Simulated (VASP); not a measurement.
# BaF2 (Fm-3m) in VASP: further runs

Aim: see how the results for BaF2 move with the level of theory and the settings. Levels: r2SCAN, HSE06. Tasks: relaxation of cell and atoms, single point.

All numbers are computed with VASP 6.6.1; they aren't measurements. Logs are shortened: lines on timing, memory, paths and dates and some standing lists are left out, and cuts for length are marked.

### 1 The cell of the first run

The structure is cubic, space group Fm-3m (No. 225). The conventional cell has a = 6.246 Å, b = 6.246 Å, c = 6.246 Å, α = 90.00°, β = 90.00°, γ = 90.00°. Ba (site symmetry m-3m) has 8 F at 2.70 Å within 3.6 Å. F (site symmetry -43m) has 4 Ba at 2.70 Å and 6 F at 3.12 Å within 3.6 Å.

### 2 Relaxation of cell and atoms, r2SCAN

Contents of POSCAR:

```
BaF2
1.0
    0.0000000000      3.1230009549      3.1230009549
    3.1230009549      0.0000000000      3.1230009549
    3.1230009549      3.1230009549      0.0000000000
Ba F
1 2
Direct
    0.0000000000      0.0000000000      0.0000000000
    0.2500000000      0.2500000000      0.2500000000
    0.7500000000      0.7500000000      0.7500000000
```

Contents of INCAR.step1:

```
SYSTEM = BaF2
PREC = Accurate
ENCUT = 660
ISMEAR = -1
SIGMA = 0.02
LREAL = .FALSE.
LASPH = .TRUE.
NELM = 120
GGA = PE
ALGO = Normal
EDIFF = 1E-5
LWAVE = .TRUE.
LCHARG = .FALSE.
GGA_COMPAT = .FALSE.
IBRION = 2
ISIF = 3
EDIFFG = -0.005
NELMIN = 4
NSW = 100
```

Contents of INCAR.step2:

```
SYSTEM = BaF2
PREC = Accurate
ENCUT = 660
EDIFF = 1E-7
ISMEAR = -1
SIGMA = 0.02
LREAL = .FALSE.
LASPH = .TRUE.
NELM = 120
ALGO = Normal
ISIF = 3
LWAVE = .FALSE.
LCHARG = .FALSE.
METAGGA = R2SCAN
LMIXTAU = .TRUE.
IBRION = 2
NSW = 80
EDIFFG = -0.005
ISTART = 1
GGA_COMPAT = .FALSE.
NELMIN = 4
```

Contents of KPOINTS:

```
Automatic mesh
0
G
  6 6 6
  0 0 0
```

Potentials or basis: VASP PAW PBE potentials, release 64 (Ba_sv, F).

Command:

```console
$ cat potpaw_PBE.64/Ba_sv/POTCAR potpaw_PBE.64/F/POTCAR > POTCAR
$ cp INCAR.step1 INCAR
$ mpirun -np 1 vasp_std > vasp.out
$ cp INCAR.step2 INCAR
$ mpirun -np 1 vasp_std > vasp.out
```

OUTCAR:

```text
SYSTEM = BaF2
   PREC = Accurate
   ENCUT = 660
   EDIFF = 1E-7
   ISMEAR = -1
   LREAL = .FALSE.
   LASPH = .TRUE.
   NELM = 120
   ISIF = 3
   METAGGA = R2SCAN
   IBRION = 2
   NSW = 80
   EDIFFG = -0.005
   ISTART = 1
   NELMIN = 4

 ion  position               nearest neighbor table
   1  0.000  0.000  0.000-   3 2.70   3 2.70   3 2.70   2 2.70   3 2.70   2 2.70   2 2.70   2 2.70

   2  0.250  0.250  0.250-   1 2.70   1 2.70   1 2.70   1 2.70
   3  0.750  0.750  0.750-   1 2.70   1 2.70   1 2.70   1 2.70

  LATTYP: Found a face centered cubic cell.
 ALAT       =     6.2460019098

  Lattice vectors:

 A1 = (   0.0000000000,   3.1230009549,   3.1230009549)
 A2 = (   3.1230009549,   0.0000000000,   3.1230009549)
 A3 = (   3.1230009549,   3.1230009549,   0.0000000000)

Analysis of symmetry for initial positions (statically):
=====================================================================
 Subroutine PRICEL returns:
 Original cell was already a primitive cell.

 Routine SETGRP: Setting up the symmetry group for a
 face centered cubic supercell.

 Subroutine GETGRP returns: Found 48 space group operations
 (whereof 48 operations were pure point group operations)
 out of a pool of 48 trial point group operations.

The static configuration has the point symmetry O_h .

Analysis of symmetry for dynamics (positions and initial velocities):
=====================================================================
 Subroutine PRICEL returns:
 Original cell was already a primitive cell.

 Routine SETGRP: Setting up the symmetry group for a
 face centered cubic supercell.

 Subroutine GETGRP returns: Found 48 space group operations
 (whereof 48 operations were pure point group operations)
 out of a pool of 48 trial point group operations.

The dynamic configuration has the point symmetry O_h .

 Subroutine INISYM returns: Found 48 space group operations
 (whereof 48 operations are pure point group operations),
 and found     1 'primitive' translations

----------------------------------------------------------------------------------------

                                     Primitive cell

  volume of cell :      60.9181

  direct lattice vectors                    reciprocal lattice vectors
     0.000000000  3.123000955  3.123000955    -0.160102417  0.160102417  0.160102417
     3.123000955  0.000000000  3.123000955     0.160102417 -0.160102417  0.160102417
     3.123000955  3.123000955  0.000000000     0.160102417  0.160102417 -0.160102417

  length of vectors
     4.416590306  4.416590306  4.416590306     0.277305520  0.277305520  0.277305520

  position of ions in fractional coordinates (direct lattice)
     0.000000000  0.000000000  0.000000000
     0.250000000  0.250000000  0.250000000
     0.750000000  0.750000000  0.750000000

  ion indices of the primitive-cell ions
   primitive index   ion index
                 1           1
                 2           2
                 3           3

----------------------------------------------------------------------------------------

 KPOINTS: Automatic mesh

Automatic generation of k-mesh.
 Grid dimensions read from file:
 generate k-points for:    6    6    6

 Generating k-lattice:

  Cartesian coordinates                     Fractional coordinates (reciprocal lattice)
    -0.026683736  0.026683736  0.026683736     0.166666667  0.000000000  0.000000000
     0.026683736 -0.026683736  0.026683736     0.000000000  0.166666667  0.000000000
     0.026683736  0.026683736 -0.026683736     0.000000000  0.000000000  0.166666667

  Length of vectors
     0.046217587  0.046217587  0.046217587

  Shift w.r.t. Gamma in fractional coordinates (k-lattice)
     0.000000000  0.000000000  0.000000000

 Subroutine IBZKPT returns following result:
 ===========================================

 Found     16 irreducible k-points:

 Following reciprocal coordinates:
            Coordinates               Weight
  0.000000  0.000000  0.000000      1.000000
  0.166667  0.000000  0.000000      8.000000
  0.333333  0.000000  0.000000      8.000000
  0.500000  0.000000  0.000000      4.000000
  0.166667  0.166667  0.000000      6.000000
  0.333333  0.166667  0.000000     24.000000
[... 8 lines left out ...]
 -0.333333  0.333333  0.166667     24.000000
 -0.333333  0.500000  0.166667     12.000000
   k-points           NKPTS =     16   k-points in BZ     NKDIM =     16   number of bands    NBANDS=     16
   number of dos      NEDOS =    301   number of ions     NIONS =      3
   total plane-waves  NPLWV =  64000
   dimension x,y,z NGX =    40 NGY =   40 NGZ =   40
   dimension x,y,z NGXF=    80 NGYF=   80 NGZF=   80
   ions per type =               1   2
   NGX,Y,Z   is equivalent  to a cutoff of  15.06, 15.06, 15.06 a.u.
   NGXF,Y,Z  is equivalent  to a cutoff of  30.11, 30.11, 30.11 a.u.
 SYSTEM =  BaF2
   PREC   = accura    normal or accurate (medium, high low for compatibility)
   ISTART =      1    job   : 0-new  1-cont  2-samecut
   ICHARG =      0    charge: 1-file 2-atom 10-const
   ISPIN  =      1    spin polarized calculation?
   LNONCOLLINEAR =      F non collinear calculations
   LSORBIT =      F    spin-orbit coupling
   LASPH  =      T    aspherical Exc in radial PAW
   ENCUT  =  660.0 eV  48.51 Ry    6.96 a.u.   9.25  9.25  9.25*2*pi/ulx,y,z
   NELM   =    120;   NELMIN=  4; NELMDL=  0     # of ELM steps
   EDIFF  = 0.1E-06   stopping-criterion for ELM
   LREAL  =      F    real-space projection
   EDIFFG = -.5E-02   stopping-criterion for IOM
   NSW    =     80    number of steps for IOM
   IBRION =      2    ionic relax: 0-MD 1-quasi-New 2-CG
   NFREE  =      1    steps in history (QN), initial steepest desc. (CG)
   ISIF   =      3    stress and relaxation
   ISYM   =      2    0-nonsym 1-usesym 2-fastsym
   POTIM  = 0.5000    time-step for ionic-motion
   TEBEG  =    0.0;   TEEND  =   0.0 temperature during run
   PSTRESS=    0.0 pullay stress
   NELECT =      24.0000    total number of electrons
   NUPDOWN=      -1.0000    fix difference up-down
   EMIN   =  10.00;   EMAX   =-10.00  energy-range for DOS
   EFERMI =   0.00;   METHOD = LEGACY
   ISMEAR =    -1;   SIGMA  =   0.02  broadening in eV -4-tet -1-fermi 0-gaus
   EFERMI_NEDOS =   21; number of points for ismear=-14 and -15
   IALGO  =     38    algorithm
   IMIX   =      4    mixing-type and parameters
     AMIX     =   0.40;   BMIX     =  1.00
     AMIX_MAG =   1.60;   BMIX_MAG =  1.00
  volume/ion in A,a.u.               =      20.31       137.03
  Fermi-wavevector in a.u.,A,eV,Ry     =   1.200134  2.267925 19.596770  1.440322
  Thomas-Fermi vector in A             =   2.335978
   LORBIT       =      0    0 simple, 1 ext, 2 COOP (PROOUT), +10 PAW based schemes
   METAGGA = R2SCAN    functional components
   LHFCALC =     F    Hartree Fock is set to
   AEXX    =    0.0000 exact exchange contribution
   IVDW    =     0    specifies the selected vdW correction
   LEPSILON=     F    determine dielectric tensor
   LRPA    =     F    only Hartree local field effects (RPA)
 conjugate gradient relaxation of ions
 non-spin polarized calculation
  energy-cutoff  :      660.00
  volume of cell :       60.92
 maximum number of plane-waves:      2397
 NGX is ok and might be reduce to    40
   NGX = 19   NGY = 19   NGZ = 19

--------------------------------------- Ionic step        1  -------------------------------------------

 number of electron      23.9999997 magnetization

 Free energy of the ion-electron system (eV)
  ---------------------------------------------------
  ext. energy  EPLUGINS =         0.00000000
  ---------------------------------------------------
  free energy    TOTEN  =       -45.07145284 eV

  energy without entropy =      -45.07145284  energy(sigma->0) =      -45.07145284

------------------------ aborting loop because EDIFF is reached ----------------------------------------

  FORCE on cell =-STRESS in cart. coord.  units (eV):
  Direction    XX          YY          ZZ          XY          YZ          ZX
  --------------------------------------------------------------------------------------
  -------------------------------------------------------------------------------------
  Total       -0.2435266     -0.2435266     -0.2435266      0.0000000      0.0000000      0.0000000
  in kB       -6.4048736     -6.4048736     -6.4048736      0.0000000      0.0000000      0.0000000
  external PRESSURE =      -6.4048736 kB  Pullay stress =       0.0000000 kB

 VOLUME and BASIS-vectors are now :
 -----------------------------------------------------------------------------
  energy-cutoff  :      660.00
  volume of cell :       60.92
      direct lattice vectors                 reciprocal lattice vectors
     0.000000000  3.123000955  3.123000955    -0.160102417  0.160102417  0.160102417
     3.123000955  0.000000000  3.123000955     0.160102417 -0.160102417  0.160102417
     3.123000955  3.123000955  0.000000000     0.160102417  0.160102417 -0.160102417
[... 38 lines left out ...]
 POSITION                                       TOTAL-FORCE (eV/Angst)
 -----------------------------------------------------------------------------------
      3.11077      3.11077      6.22154        -0.000000     -0.000000     -0.000000
      1.55539      1.55539      1.55539         0.000000      0.000000      0.000000
      4.66616      4.66616      4.66616        -0.000000     -0.000000     -0.000000
 -----------------------------------------------------------------------------------
    total drift:                               -0.000000     -0.000000      0.000000

  FREE ENERGIE OF THE ION-ELECTRON SYSTEM (eV)
  ---------------------------------------------------
  free  energy   TOTEN  =       -45.0727376153 eV

  energy  without entropy=      -45.0727376152  energy(sigma->0) =      -45.07273762

--------------------------------------- Ionic step        3  -------------------------------------------

 number of electron      23.9999999 magnetization

 Free energy of the ion-electron system (eV)
  ---------------------------------------------------
  ext. energy  EPLUGINS =         0.00000000
  ---------------------------------------------------
  free energy    TOTEN  =       -45.07275239 eV

  energy without entropy =      -45.07275239  energy(sigma->0) =      -45.07275239

 E-fermi :  -2.2147     XC(G=0):  -9.1843

 val. band max:       -2.6519065381   @ k =  -0.1667   0.1667   0.0000
 cond. band min:       4.6456442826   @ k =   0.0000   0.0000   0.0000
 fundamental gap:      7.2975508207
 Fermi energy:        -2.2146865352

 k-point     1 :       0.0000    0.0000    0.0000
  band No.  band energies     occupation
      1     -26.3058      2.00000
      2     -22.7077      2.00000
      3     -22.5945      2.00000
      4     -10.6738      2.00000
      5     -10.6738      2.00000
      6     -10.6738      2.00000
[... 8 lines left out ...]
     15       7.2187      0.00000
     16       9.5317      0.00000
[... 305 lines left out ...]
 POSITION                                       TOTAL-FORCE (eV/Angst)
 -----------------------------------------------------------------------------------
      0.00000      0.00000      0.00000        -0.000000     -0.000000     -0.000000
      1.55597      1.55597      1.55597         0.000000     -0.000000     -0.000000
      4.66791      4.66791      4.66791         0.000000      0.000000      0.000000
 -----------------------------------------------------------------------------------
    total drift:                                0.000000     -0.000000      0.000000

  FREE ENERGIE OF THE ION-ELECTRON SYSTEM (eV)
  ---------------------------------------------------
  free  energy   TOTEN  =       -45.0727523857 eV

  energy  without entropy=      -45.0727523856  energy(sigma->0) =      -45.07275239

 reached required accuracy - stopping structural energy minimisation
```

It took 4.3 min on 1 thread of Intel Xeon Platinum 8488C (Sapphire Rapids), shared host; peak memory 0.27 GiB.

What came out:

```yaml
Free_energy: -45.0728 eV
Relaxed_volume: 20.09 Å³/atom
Relaxed_cell: a = 4.401 Å, b = 4.401 Å, c = 4.401 Å, α = 60.00°, β = 60.00°, γ = 60.00°
Space_group_after_relaxing_to_0.1_Å: Fm-3m (No. 225)
Energy_gained_by_relaxing: 0.4 meV/atom
Ionic_steps: 3
Pressure_after_relaxing: 0.0 GPa
Band_gap_on_the_k_mesh: 7.30 eV (least direct gap 7.36 eV)
```

Step by step:
```
step  energy change (eV)  largest force (eV/Å)  pressure (GPa)  volume (Å³)
   1              0.0000                0.0000           -0.64        60.92
   2             -0.0013                0.0000            0.07        60.21
   3             -0.0013                0.0000            0.00        60.27
```

Final structure:
```
Ba F
1.0
     0.00000    3.11194    3.11194
     3.11194    0.00000    3.11194
     3.11194    3.11194    0.00000
Ba F
1 2
Direct
  0.00000 0.00000 0.00000
  0.25000 0.25000 0.25000
  0.75000 0.75000 0.75000
```

Caveat: the PAW data sets were made with another functional, which shifts forces and pressure a little; spin-orbit coupling is left out, which moves the levels of the heavy elements. r2SCAN opens gaps a little over a GGA but as a rule still falls short of measured ones.

### 3 Single point, HSE06

This run uses another cell than the first one, of 19.92 Å³/atom.

Contents of POSCAR:

```
BaF2
1.0
    0.0000000000      3.1033258994      3.1033258994
    3.1033258994      0.0000000000      3.1033258994
    3.1033258994      3.1033258994      0.0000000000
Ba F
1 2
Direct
    0.0000000000      0.0000000000      0.0000000000
    0.2500000000      0.2500000000      0.2500000000
    0.7500000000      0.7500000000      0.7500000000
```

Contents of INCAR.step1:

```
  ALGO = Normal
  EDIFF = 1E-5
  ENCUT = 520
  GGA = PE
  GGA_COMPAT = False
  ISIF = 2
  ISMEAR = -1
  LASPH = True
  LCHARG = False
  LREAL = False
  LWAVE = True
  NBANDS = 19
  NELM = 120
  PREC = Accurate
  SIGMA = 0.02
```

Contents of INCAR.step2:

```
  ALGO = Normal
  EDIFF = 1E-6
  ENCUT = 520
  GGA = PE
  GGA_COMPAT = False
  HFSCREEN = 0.2079
  ISIF = 2
  ISMEAR = -1
  ISTART = 1
  LASPH = True
  LCHARG = False
  LHFCALC = True
  LREAL = False
  LWAVE = False
  NBANDS = 19
  NELM = 120
  PREC = Accurate
  PRECFOCK = Normal
  SIGMA = 0.02
```

Contents of KPOINTS:

```
k-points
0
Gamma
  4 4 4
```

Potentials or basis: VASP PAW PBE potentials, release 64 (Ba_sv, F).

Command:

```console
$ cat potpaw_PBE.64/Ba_sv/POTCAR potpaw_PBE.64/F/POTCAR > POTCAR
$ cp INCAR.step1 INCAR
$ mpirun -np 1 vasp_std > vasp.out
$ cp INCAR.step2 INCAR
$ mpirun -np 1 vasp_std > vasp.out
```

Wall time 16 min (1 thread of Intel Xeon Platinum 8488C (Sapphire Rapids), shared host); peak memory 0.32 GiB.

It converged, with:

| Property | Result |
| --- | --- |
| Free energy | -20.3777 eV |
| Pressure | 1.0 GPa |
| Band gap on the k mesh | 8.67 eV (least direct gap 8.76 eV) |

Levels at points of the mesh, in eV from the valence-band top:
```csv
k point,band 8,band 9,band 10,band 11,band 12,band 13,band 14,band 15,band 16,band 17
"(0.00, 0.00, 0.00)",-1.56,-1.56,-0.09,-0.09,-0.09,8.67,11.28,11.28,13.63,13.63
"(0.50, 0.00, 0.00)",-1.13,-0.71,-0.35,-0.17,-0.17,11.20,11.26,11.26,11.67,13.81
"(0.50, 0.50, 0.00)",-0.39,-0.39,-0.31,-0.31,-0.17,9.16,11.11,12.84,14.19,14.19
```

Caveat: the k points lie up to 0.44 Å⁻¹ apart; the PAW data sets were made with another functional, which shifts forces and pressure a little; spin-orbit coupling is left out, which moves the levels of the heavy elements. A k mesh can miss the band edges.
